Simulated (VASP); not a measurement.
# AlIr (Pm-3m) in VASP: further runs

The runs below take AlIr through single point, with LDA.

Program: VASP 6.6.1. These are calculated values, not measurements. Logs are shortened: lines on timing, memory, paths and dates and some standing lists are left out, and cuts for length are marked.

**1. The cell of the first run**

The structure is cubic, space group Pm-3m (No. 221). Conventional cell: a = 2.995 Å, b = 2.995 Å, c = 2.995 Å, α = 90.00°, β = 90.00°, γ = 90.00°. Within 3.4 Å of Al (site symmetry m-3m) lie 8 Ir at 2.59 Å and 6 Al at 2.99 Å. Within 3.4 Å of Ir (site symmetry m-3m) lie 8 Al at 2.59 Å and 6 Ir at 2.99 Å.

**2. Single point, LDA, collinear spin**

Input file INCAR:

```
  ALGO = Normal
  EDIFF = 1E-6
  ENCUT = 560
  GGA = CA
  GGA_COMPAT = False
  ISIF = 2
  ISMEAR = -1
  ISPIN = 2
  LASPH = True
  LCHARG = True
  LELF = True
  LMAXMIX = 4
  LORBIT = 11
  LREAL = False
  LVHAR = True
  LWAVE = False
  MAGMOM = 0 1.6
  NBANDS = 21
  NELM = 200
  NUPDOWN = 1.6
  PREC = Accurate
  SIGMA = 0.03
```

Input file KPOINTS:

```
k-points
0
Gamma
  11 11 11
```

Input file POSCAR:

```
AlIr
1.0
    2.9945548500      0.0000000000      0.0000000000
    0.0000000000      2.9945548500      0.0000000000
    0.0000000000      0.0000000000      2.9945548500
Al Ir
1 1
Direct
    0.0000000000      0.0000000000      0.0000000000
    0.5000000000      0.5000000000      0.5000000000
```

Potentials or basis: VASP PAW LDA potentials, release 64 (Al, Ir_sv_GW).

Run with:

```sh
cat potpaw_LDA.64/Al/POTCAR potpaw_LDA.64/Ir_sv_GW/POTCAR > POTCAR
mpirun -np 1 vasp_std > vasp.out
```

OUTCAR:

```text
EDIFF = 1E-6
   ENCUT = 560
   GGA = CA
   ISIF = 2
   ISMEAR = -1
   ISPIN = 2
   LASPH = True
   LORBIT = 11
   LREAL = False
   NELM = 200
   NUPDOWN = 1.6
   PREC = Accurate

 ion  position               nearest neighbor table
   1  0.000  0.000  0.000-   2 2.59   2 2.59   2 2.59   2 2.59   2 2.59   2 2.59   2 2.59   2 2.59

   2  0.500  0.500  0.500-   1 2.59   1 2.59   1 2.59   1 2.59   1 2.59   1 2.59   1 2.59   1 2.59

  LATTYP: Found a simple cubic cell.
 ALAT       =     2.9945548500

  Lattice vectors:

 A1 = (   2.9945548500,   0.0000000000,   0.0000000000)
 A2 = (   0.0000000000,   2.9945548500,   0.0000000000)
 A3 = (   0.0000000000,   0.0000000000,   2.9945548500)

Analysis of symmetry for initial positions (statically):
=====================================================================
 Subroutine PRICEL returns:
 Original cell was already a primitive cell.

 Routine SETGRP: Setting up the symmetry group for a
 simple cubic supercell.

 Subroutine GETGRP returns: Found 48 space group operations
 (whereof 48 operations were pure point group operations)
 out of a pool of 48 trial point group operations.

The static configuration has the point symmetry O_h .

Analysis of symmetry for dynamics (positions and initial velocities):
=====================================================================
 Subroutine PRICEL returns:
 Original cell was already a primitive cell.

 Routine SETGRP: Setting up the symmetry group for a
 simple cubic supercell.

 Subroutine GETGRP returns: Found 48 space group operations
 (whereof 48 operations were pure point group operations)
 out of a pool of 48 trial point group operations.

The dynamic configuration has the point symmetry O_h .

Analysis of structural, dynamic, and magnetic symmetry:
=====================================================================
 Subroutine PRICEL returns:
 Original cell was already a primitive cell.

 Routine SETGRP: Setting up the symmetry group for a
 simple cubic supercell.

 Subroutine GETGRP returns: Found 48 space group operations
 (whereof 48 operations were pure point group operations)
 out of a pool of 48 trial point group operations.

The overall configuration has the point symmetry O_h .

 Subroutine INISYM returns: Found 48 space group operations
 (whereof 48 operations are pure point group operations),
[... 116 lines left out ...]
     AMIX_MAG =   1.60;   BMIX_MAG =  1.00
  volume/ion in A,a.u.               =      13.43        90.61
  Fermi-wavevector in a.u.,A,eV,Ry     =   1.483950  2.804259 29.961487  2.202107
  Thomas-Fermi vector in A             =   2.597548
   LORBIT       =     11    0 simple, 1 ext, 2 COOP (PROOUT), +10 PAW based schemes
   GGA     = CA    functional components
   LHFCALC =     F    Hartree Fock is set to
   AEXX    =    0.0000 exact exchange contribution
   IVDW    =     0    specifies the selected vdW correction
   LEPSILON=     F    determine dielectric tensor
   LRPA    =     F    only Hartree local field effects (RPA)
 spin polarized calculation
  energy-cutoff  :      560.00
  volume of cell :       26.85
 maximum number of plane-waves:       819
 NGX is ok and might be reduce to    24
   NGX = 11   NGY = 11   NGZ = 11

 number of electron      20.0000000 magnetization       1.5999999

 Free energy of the ion-electron system (eV)
  ---------------------------------------------------
  ext. energy  EPLUGINS =         0.00000000
  ---------------------------------------------------
  free energy    TOTEN  =       -15.25203302 eV

  energy without entropy =      -15.24697755  energy(sigma->0) =      -15.24950529

 E-fermi :   9.8251     XC(G=0): -13.1385

 val. band max:       13.4656669393   @ k =   0.2727   0.1818   0.0909
 cond. band min:       9.8348158400   @ k =   0.4545   0.1818   0.0909
 fundamental gap:     -3.6308510993
 Fermi energy:        13.5172165861

 spin component 1

 k-point     1 :       0.0000    0.0000    0.0000
  band No.  band energies     occupation
      1     -80.7488      1.00000
      2     -37.8562      1.00000
      3     -37.8562      1.00000
      4     -37.8562      1.00000
      5      -0.4803      1.00000
      6       5.7352      1.00000
[... 565 lines left out ...]
     20      31.2304      0.00000
     21      31.6198      0.00000

 [... further k-points ...]

 spin component 2

 k-point     1 :       0.0000    0.0000    0.0000
  band No.  band energies     occupation
      1     -80.1933      1.00000
      2     -37.1970      1.00000
      3     -37.1970      1.00000
      4     -37.1970      1.00000
      5      -0.0820      1.00000
      6       6.4126      1.00000
[... 565 lines left out ...]
     20      31.7041      0.00000
     21      32.0183      0.00000

 [... further k-points ...]

------------------------ aborting loop because EDIFF is reached ----------------------------------------

  FORCE on cell =-STRESS in cart. coord.  units (eV):
  Direction    XX          YY          ZZ          XY          YZ          ZX
  --------------------------------------------------------------------------------------
  -------------------------------------------------------------------------------------
  Total        1.7538302      1.7538302      1.7538302      0.0000000     -0.0000000      0.0000000
  in kB      104.6408635    104.6408635    104.6408635      0.0000000     -0.0000000      0.0000000
  external PRESSURE =     104.6408635 kB  Pullay stress =       0.0000000 kB

 VOLUME and BASIS-vectors are now :
 -----------------------------------------------------------------------------
  energy-cutoff  :      560.00
  volume of cell :       26.85
      direct lattice vectors                 reciprocal lattice vectors
     2.994554850  0.000000000  0.000000000     0.333939450  0.000000000  0.000000000
     0.000000000  2.994554850  0.000000000     0.000000000  0.333939450  0.000000000
     0.000000000  0.000000000  2.994554850     0.000000000  0.000000000  0.333939450

 POSITION                                       TOTAL-FORCE (eV/Angst)
 -----------------------------------------------------------------------------------
      0.00000      0.00000      0.00000         0.000000      0.000000      0.000000
      1.49728      1.49728      1.49728         0.000000      0.000000      0.000000
 -----------------------------------------------------------------------------------
    total drift:                                0.000000     -0.000000     -0.000000

  FREE ENERGIE OF THE ION-ELECTRON SYSTEM (eV)
  ---------------------------------------------------
  free  energy   TOTEN  =       -15.2520330211 eV

  energy  without entropy=      -15.2469775527  energy(sigma->0) =      -15.24950529

 total charge

# of ion       s       p       d       f       tot
--------------------------------------------------
    1        0.381   0.439   0.000   0.000   0.821
    2        3.921   6.096   6.474   0.010  16.502
--------------------------------------------------
tot          4.303   6.536   6.474   0.010  17.323

 magnetization (x)

# of ion       s       p       d       f       tot
--------------------------------------------------
    1        0.015   0.051   0.000   0.000   0.066
    2        0.251   0.036   1.057   0.003   1.347
--------------------------------------------------
tot          0.266   0.087   1.057   0.003   1.413
```

OSZICAR:

```text
N       E                     dE             d eps       ncg     rms          rms(c)
DAV:   1     0.141667294249E+03    0.14167E+03   -0.12983E+04  5216   0.956E+02
DAV:   2    -0.129306664229E+02   -0.15460E+03   -0.15027E+03  5677   0.307E+02
DAV:   3    -0.172614227688E+02   -0.43308E+01   -0.43011E+01  5723   0.459E+01
DAV:   4    -0.172793283687E+02   -0.17906E-01   -0.17904E-01  5184   0.334E+00
DAV:   5    -0.172794126378E+02   -0.84269E-04   -0.84268E-04  5654   0.227E-01    0.688E+01
DAV:   6    -0.152823348759E+02    0.19971E+01   -0.55753E+00  5019   0.160E+01    0.376E+01
DAV:   7    -0.152495509365E+02    0.32784E-01   -0.34877E-01  4924   0.505E+00    0.196E+01
DAV:   8    -0.152516063226E+02   -0.20554E-02   -0.35391E-02  5324   0.156E+00    0.556E+00
DAV:   9    -0.152521154901E+02   -0.50917E-03   -0.46369E-03  5174   0.505E-01    0.740E-01
DAV:  10    -0.152520491415E+02    0.66349E-04   -0.35337E-04  5484   0.150E-01    0.263E-01
DAV:  11    -0.152520298030E+02    0.19339E-04   -0.82830E-05  5217   0.766E-02    0.109E-01
DAV:  12    -0.152520328411E+02   -0.30381E-05   -0.82953E-06  5417   0.258E-02    0.253E-02
DAV:  13    -0.152520330211E+02   -0.18003E-06   -0.44760E-07  2867   0.619E-03
   1 F= -.15252033E+02 E0= -.15249505E+02  d E =-.505547E-02  mag=     1.6000
```

stdout:

```text
POSCAR found type information on POSCAR AlIr
 POSCAR found :  2 types and       2 ions
 scaLAPACK will be used
 LDA part: xc-table for (Slater(with rela. corr.)+CA(PZ))
 , standard interpolation
 POSCAR, INCAR and KPOINTS ok, starting setup
 FFT: planning ... GRIDC
 FFT: planning ... GRID_SOFT
 FFT: planning ... GRID
 WAVECAR not read
 entering main loop
```

Run time: 38 s. Hardware: 1 thread of Intel Xeon Platinum 8259CL at 2.50GHz (Skylake/Cascade Lake), shared host; peak memory 0.18 GiB.

What came out:

```yaml
Free_energy: -15.2520 eV
Pressure: 10.5 GPa
Net_moment: 1.60 μB per cell
Site_moments: Al +0.07; Ir +1.35 μB
Valence_electrons_inside_the_program's_atomic_spheres: Al 0.82; Ir 16.50
```

Caveat: the cell stands under pressure; spin-orbit coupling is left out, which moves the levels of the heavy elements; the total moment is fixed, so each spin has its own Fermi level and the state may be an excited one.

**3. Single point, LDA**

Input file INCAR:

```
SYSTEM = AlIr
PREC = Accurate
ENCUT = 560
EDIFF = 1E-6
ISMEAR = -1
SIGMA = 0.03
LREAL = .FALSE.
LASPH = .TRUE.
NELM = 120
ALGO = Normal
ISIF = 2
LWAVE = .FALSE.
LCHARG = .FALSE.
NBANDS = 17
GGA_COMPAT = .FALSE.
```

Input file KPOINTS:

```
Automatic mesh
0
G
  11 11 11
  0 0 0
```

POSCAR is that of step 2.

Potentials or basis: VASP PAW LDA potentials, release 64 (Al, Ir_sv_GW).

Run with:

```sh
cat potpaw_LDA.64/Al/POTCAR potpaw_LDA.64/Ir_sv_GW/POTCAR > POTCAR
mpirun -np 1 vasp_std > vasp.out
```

Wall time 11 s (1 thread of AMD EPYC 9R45 (Zen 5), shared host); peak memory 0.12 GiB.

Results (log left out):

```yaml
Free_energy: -17.0034 eV
Pressure: -6.5 GPa
Band_gap_on_the_k_mesh: zero (bands 10 and 11 overlap by 1.26 eV)
```

Levels at points of the mesh, in eV from the Fermi level:
| k point | band 8 | band 9 | band 10 | band 11 | band 12 | band 13 |
| --- | --- | --- | --- | --- | --- | --- |
| (0.00, 0.00, 0.00) | -1.74 | -1.74 | -1.74 | 4.26 | 4.26 | 4.26 |

Caveat: the cell stands under tension; spin-orbit coupling is left out, which moves the levels of the heavy elements.

The gap in the log of VASP goes by the Fermi energy; the results here count the filled bands.